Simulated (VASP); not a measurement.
# SiW12 in VASP: single point with PBE+D3(BJ)

Aim: the single point of SiW12 with PBE+D3(BJ).

Everything below comes from runs of VASP 6.6.1. Logs are shortened: lines on timing, memory, paths and dates and some standing lists are left out, and cuts for length are marked.

## 1. The cell of the first run

The cell holds a slab with vacuum, 13 atoms: a = 5.664 Å, b = 5.664 Å, c = 21.150 Å, α = 90.00°, β = 90.00°, γ = 90.00°.

## 2. Single point, PBE+D3(BJ)

Contents of INCAR:

```
PREC = Accurate ; ENCUT = 520
EDIFF = 1E-7 ; ISMEAR = 0
SIGMA = 0.1 ; LREAL = False
LASPH = True ; NELM = 100
ALGO = Normal ; ISIF = 2
LWAVE = False ; LCHARG = True
LDIPOL = True ; IDIPOL = 3
DIPOL = 0.5 0.5 0.301 ; GGA = PE
IVDW = 12 ; LELF = True
LVHAR = True ; LVACPOTAV = True
NBANDS = 98
```

Contents of KPOINTS:

```
regular mesh
0
Gamma
  5 5 1
```

Contents of POSCAR:

```
SiW12
1.0
    5.6644156868      0.0000000000      0.0000000000
    0.0000000000      5.6644156868      0.0000000000
    0.0000000000      0.0000000000     21.1500668291
W Si
12 1
Direct
    0.2500000000      0.2500000000      0.1891246979
    0.2500000000      0.7500000000      0.1891246979
    0.7500000000      0.2500000000      0.1891246979
    0.7500000000      0.7500000000      0.1891246979
    0.0000000000      0.0000000000      0.2848852803
    0.0000000000      0.5000000000      0.2848852803
    0.5000000000      0.0000000000      0.2848852803
    0.5000000000      0.5000000000      0.2848852803
    0.2500000000      0.2500000000      0.3806166143
    0.2500000000      0.7500000000      0.3806166143
    0.7500000000      0.2500000000      0.3806166143
    0.7500000000      0.7500000000      0.3806166143
    0.3333333333      0.5000000000      0.4988195505
```

Potentials or basis: VASP PAW PBE potentials, release 64 (W_sv, Si).

Started as:

```sh
> cat potpaw_PBE.64/W_sv/POTCAR potpaw_PBE.64/Si/POTCAR > POTCAR
> mpirun -np 1 vasp_std > vasp.out
```

OUTCAR:

```text
PREC = Accurate
   ENCUT = 520
   EDIFF = 1E-7
   ISMEAR = 0
   LREAL = False
   LASPH = True
   NELM = 100
   ISIF = 2
   GGA = PE
   IVDW = 12
 IVDW          = 12

 ion  position               nearest neighbor table
   1  0.250  0.250  0.189-   2 2.83   3 2.83   2 2.83   3 2.83   7 2.85   8 2.85   5 2.85   6 2.85

   2  0.250  0.750  0.189-   1 2.83   4 2.83   1 2.83   4 2.83   7 2.85   8 2.85   5 2.85   6 2.85

   3  0.750  0.250  0.189-   1 2.83   4 2.83   4 2.83   1 2.83   7 2.85   8 2.85   5 2.85   6 2.85
[... 4 lines left out ...]
                             1 2.85   2 2.85   3 2.85   4 2.85
   6  0.000  0.500  0.285-   5 2.83   8 2.83   5 2.83   8 2.83  11 2.85  12 2.85   9 2.85  10 2.85
                             1 2.85   2 2.85   3 2.85   4 2.85
   7  0.500  0.000  0.285-   5 2.83   8 2.83   8 2.83   5 2.83  11 2.85  12 2.85   9 2.85  10 2.85
                             1 2.85   2 2.85   3 2.85   4 2.85
   8  0.500  0.500  0.285-   6 2.83   7 2.83   7 2.83   6 2.83  11 2.85  12 2.85   9 2.85  10 2.85
                             1 2.85   2 2.85   3 2.85   4 2.85
   9  0.250  0.250  0.381-  10 2.83  11 2.83  10 2.83  11 2.83   5 2.85   6 2.85   7 2.85   8 2.85
                            13 2.91
  10  0.250  0.750  0.381-   9 2.83  12 2.83   9 2.83  12 2.83   5 2.85   6 2.85   7 2.85   8 2.85
                            13 2.91
  11  0.750  0.250  0.381-   9 2.83  12 2.83  12 2.83   9 2.83   5 2.85   6 2.85   7 2.85   8 2.85

  12  0.750  0.750  0.381-  10 2.83  11 2.83  11 2.83  10 2.83   5 2.85   6 2.85   7 2.85   8 2.85

  13  0.333  0.500  0.499-   9 2.91  10 2.91

  LATTYP: Found a simple tetragonal cell.
 ALAT       =     5.6644156868
 C/A-ratio  =     3.7338479375

  Lattice vectors:

 A1 = (   5.6644156868,   0.0000000000,   0.0000000000)
 A2 = (   0.0000000000,   5.6644156868,   0.0000000000)
 A3 = (   0.0000000000,   0.0000000000,  21.1500668291)

Analysis of symmetry for initial positions (statically):
=====================================================================
 Subroutine PRICEL returns:
 Original cell was already a primitive cell.

 Routine SETGRP: Setting up the symmetry group for a
 simple tetragonal supercell.

 Subroutine GETGRP returns: Found  2 space group operations
 (whereof  2 operations were pure point group operations)
 out of a pool of 16 trial point group operations.

The static configuration has the point symmetry C_1h.

Analysis of symmetry for dynamics (positions and initial velocities):
=====================================================================
 Subroutine PRICEL returns:
 Original cell was already a primitive cell.

 Routine SETGRP: Setting up the symmetry group for a
 simple tetragonal supercell.

 Subroutine GETGRP returns: Found  2 space group operations
 (whereof  2 operations were pure point group operations)
 out of a pool of 16 trial point group operations.

The dynamic configuration has the point symmetry C_1h.

 Subroutine INISYM returns: Found  2 space group operations
 (whereof  2 operations are pure point group operations),
 and found     1 'primitive' translations

----------------------------------------------------------------------------------------

                                     Primitive cell

  volume of cell :     678.6127

  direct lattice vectors                    reciprocal lattice vectors
     5.664415687  0.000000000  0.000000000     0.176540716  0.000000000  0.000000000
     0.000000000  5.664415687  0.000000000     0.000000000  0.176540716  0.000000000
     0.000000000  0.000000000 21.150066829     0.000000000  0.000000000  0.047281174

  length of vectors
     5.664415687  5.664415687 21.150066829     0.176540716  0.176540716  0.047281174

  position of ions in fractional coordinates (direct lattice)
     0.250000000  0.250000000  0.189124698
     0.250000000  0.750000000  0.189124698
     0.750000000  0.250000000  0.189124698
     0.750000000  0.750000000  0.189124698
     0.000000000  0.000000000  0.284885280
     0.000000000  0.500000000  0.284885280
     0.500000000  0.000000000  0.284885280
     0.500000000  0.500000000  0.284885280
     0.250000000  0.250000000  0.380616614
     0.250000000  0.750000000  0.380616614
     0.750000000  0.250000000  0.380616614
     0.750000000  0.750000000  0.380616614
     0.333333333  0.500000000  0.498819551

  ion indices of the primitive-cell ions
[... 32 lines left out ...]

  Shift w.r.t. Gamma in fractional coordinates (k-lattice)
     0.000000000  0.000000000  0.000000000

 Subroutine IBZKPT returns following result:
 ===========================================

 Found      9 irreducible k-points:

 Following reciprocal coordinates:
            Coordinates               Weight
  0.000000  0.000000  0.000000      1.000000
  0.200000  0.000000  0.000000      2.000000
  0.000000  0.200000  0.000000      2.000000
  0.400000  0.000000  0.000000      2.000000
  0.000000  0.400000  0.000000      2.000000
  0.200000  0.200000  0.000000      4.000000
  0.400000  0.200000  0.000000      4.000000
 -0.200000  0.400000  0.000000      4.000000
  0.400000  0.400000  0.000000      4.000000
   k-points           NKPTS =      9   k-points in BZ     NKDIM =      9   number of bands    NBANDS=     98
   number of dos      NEDOS =    301   number of ions     NIONS =     13
   total plane-waves  NPLWV = 282240
   dimension x,y,z NGX =    42 NGY =   42 NGZ =  160
   dimension x,y,z NGXF=    84 NGYF=   84 NGZF=  320
   ions per type =              12   1
   NGX,Y,Z   is equivalent  to a cutoff of  12.33, 12.33, 12.58 a.u.
   NGXF,Y,Z  is equivalent  to a cutoff of  24.65, 24.65, 25.15 a.u.
 SYSTEM =  unknown system
   PREC   = accura    normal or accurate (medium, high low for compatibility)
   ISTART =      0    job   : 0-new  1-cont  2-samecut
   ICHARG =      2    charge: 1-file 2-atom 10-const
   ISPIN  =      1    spin polarized calculation?
   LNONCOLLINEAR =      F non collinear calculations
   LSORBIT =      F    spin-orbit coupling
   LASPH  =      T    aspherical Exc in radial PAW
   ENCUT  =  520.0 eV  38.22 Ry    6.18 a.u.  10.53 10.53 39.33*2*pi/ulx,y,z
   NELM   =    100;   NELMIN=  2; NELMDL= -5     # of ELM steps
   EDIFF  = 0.1E-06   stopping-criterion for ELM
   LREAL  =      F    real-space projection
   EDIFFG = 0.1E-05   stopping-criterion for IOM
   NSW    =      0    number of steps for IOM
   IBRION =     -1    ionic relax: 0-MD 1-quasi-New 2-CG
   NFREE  =      0    steps in history (QN), initial steepest desc. (CG)
   ISIF   =      2    stress and relaxation
   ISYM   =      2    0-nonsym 1-usesym 2-fastsym
   POTIM  = 0.5000    time-step for ionic-motion
   TEBEG  =    0.0;   TEEND  =   0.0 temperature during run
   PSTRESS=    0.0 pullay stress
   NELECT =     172.0000    total number of electrons
   NUPDOWN=      -1.0000    fix difference up-down
   EMIN   =  10.00;   EMAX   =-10.00  energy-range for DOS
   EFERMI =   0.00;   METHOD = LEGACY
   ISMEAR =     0;   SIGMA  =   0.10  broadening in eV -4-tet -1-fermi 0-gaus
   EFERMI_NEDOS =   21; number of points for ismear=-14 and -15
   IALGO  =     38    algorithm
   IMIX   =      4    mixing-type and parameters
     AMIX     =   0.40;   BMIX     =  1.00
     AMIX_MAG =   1.60;   BMIX_MAG =  1.00
  volume/ion in A,a.u.               =      52.20       352.27
  Fermi-wavevector in a.u.,A,eV,Ry     =   1.036041  1.957834 14.604238  1.073381
  Thomas-Fermi vector in A             =   2.170413
   LORBIT       =      0    0 simple, 1 ext, 2 COOP (PROOUT), +10 PAW based schemes
   GGA     = PE    functional components
   LHFCALC =     F    Hartree Fock is set to
   AEXX    =    0.0000 exact exchange contribution
   IVDW    =    12    specifies the selected vdW correction
   LEPSILON=     F    determine dielectric tensor
   LRPA    =     F    only Hartree local field effects (RPA)
 non-spin polarized calculation
 Gauss-broadening in eV      SIGMA  =   0.10
  energy-cutoff  :      520.00
  volume of cell :      678.61
 maximum number of plane-waves:     18347
 NGX is ok and might be reduce to    42
   NGX = 21   NGY = 21   NGZ = 79

 dipolmoment           0.000000      0.000000     -0.001743 electrons x Angstroem

 number of electron     171.9999987 magnetization

 dipolmoment           0.000000      0.000000      0.037059 electrons x Angstroem

 Free energy of the ion-electron system (eV)
  ---------------------------------------------------
  ext. energy  EPLUGINS =         0.00000000
  ---------------------------------------------------
  free energy    TOTEN  =      -141.42616876 eV

  energy without entropy =     -141.30984267  energy(sigma->0) =     -141.36800572

 E-fermi :   0.1464     XC(G=0):  -5.3524

 val. band max:        0.1361215477   @ k =   0.0000   0.2000   0.0000
 cond. band min:       0.1499540990   @ k =   0.4000   0.0000   0.0000
 fundamental gap:      0.0138325512
 Fermi energy:         0.1463670392

 k-point     1 :       0.0000    0.0000    0.0000
  band No.  band energies     occupation
      1     -73.7897      2.00000
      2     -73.7408      2.00000
      3     -73.7393      2.00000
      4     -73.6956      2.00000
      5     -73.6830      2.00000
      6     -73.6827      2.00000
[... 898 lines left out ...]
     97       1.0970      0.00000
     98       1.2692      0.00000

------------------------ aborting loop because EDIFF is reached ----------------------------------------

 Edisp (eV)   -5.19585

 E8    (eV) :    -2.7521

  FORCE on cell =-STRESS in cart. coord.  units (eV):
  Direction    XX          YY          ZZ          XY          YZ          ZX
  --------------------------------------------------------------------------------------
  -------------------------------------------------------------------------------------
  Total     -36.34521   -35.38197    -5.61788     0.00000     0.00000    -0.19577
  in kB     -85.80959   -83.53541   -13.26360     0.00000     0.00000    -0.46220
  external pressure =      -60.87 kB  Pullay stress =        0.00 kB

 VOLUME and BASIS-vectors are now :
 -----------------------------------------------------------------------------
  energy-cutoff  :      520.00
  volume of cell :      678.61
      direct lattice vectors                 reciprocal lattice vectors
     5.664415687  0.000000000  0.000000000     0.176540716  0.000000000  0.000000000
     0.000000000  5.664415687  0.000000000     0.000000000  0.176540716  0.000000000
     0.000000000  0.000000000 21.150066829     0.000000000  0.000000000  0.047281174

 POSITION                                       TOTAL-FORCE (eV/Angst)
 -----------------------------------------------------------------------------------
      1.41610      1.41610      4.00000         0.011835     -0.099442      0.125619
      1.41610      4.24831      4.00000         0.011835      0.099442      0.125619
      4.24831      1.41610      4.00000         0.013104      0.042145     -0.019779
      4.24831      4.24831      4.00000         0.013104     -0.042145     -0.019779
      0.00000      0.00000      6.02534         0.014559      0.000000     -0.350446
      0.00000      2.83221      6.02534        -0.326436      0.000000     -0.296385
      2.83221      0.00000      6.02534         0.202275      0.000000     -0.336393
      2.83221      2.83221      6.02534         0.108988      0.000000     -0.226348
      1.41610      1.41610      8.05007         0.086513      0.262624      1.431953
      1.41610      4.24831      8.05007         0.086513     -0.262624      1.431953
      4.24831      1.41610      8.05007        -0.112241      0.146142      0.469361
      4.24831      4.24831      8.05007        -0.112241     -0.146142      0.469361
      1.88814      2.83221     10.55007         0.002192      0.000000     -2.804737
 -----------------------------------------------------------------------------------
    total drift:                                0.000072      0.000000      0.000031

  FREE ENERGIE OF THE ION-ELECTRON SYSTEM (eV)
  ---------------------------------------------------
  free  energy   TOTEN  =      -146.6220228074 eV

  energy  without entropy=     -146.5056967132  energy(sigma->0) =     -146.56385976

 vacuum level on the upper side and lower side of the slab         5.018         4.809
```

Run time: 34 min. Hardware: 1 thread of Intel Xeon 6975P-C, shared host; peak memory 0.83 GiB.

What came out:

```yaml
Free_energy: -146.6220 eV
Largest_force: 2.805 eV/Å
Band_gap_on_the_k_mesh: zero (band 86 reaches 0.29 eV, above the bottom of band 87 at -0.03 eV)
Dispersion_energy_per_atom: -0.400 eV
```

Forces on the atoms (eV/Å):
```
W    0.012 -0.099  0.126
W    0.012  0.099  0.126
W    0.013  0.042 -0.020
W    0.013 -0.042 -0.020
W    0.015  0.000 -0.350
W   -0.326  0.000 -0.296
W    0.202  0.000 -0.336
W    0.109  0.000 -0.226
W    0.087  0.263  1.432
W    0.087 -0.263  1.432
W   -0.112  0.146  0.469
W   -0.112 -0.146  0.469
Si   0.002  0.000 -2.805
```

Levels at points of the mesh, in eV from the Fermi level:
```csv
k point,band 82,band 83,band 84,band 85,band 86,band 87,band 88,band 89,band 90,band 91
"(0.00, 0.00, 0.00)",-0.28,-0.14,-0.14,-0.07,-0.02,0.10,0.51,0.63,1.05,1.06
```

Caveat: spin-orbit coupling is left out, which moves the levels of the heavy elements.
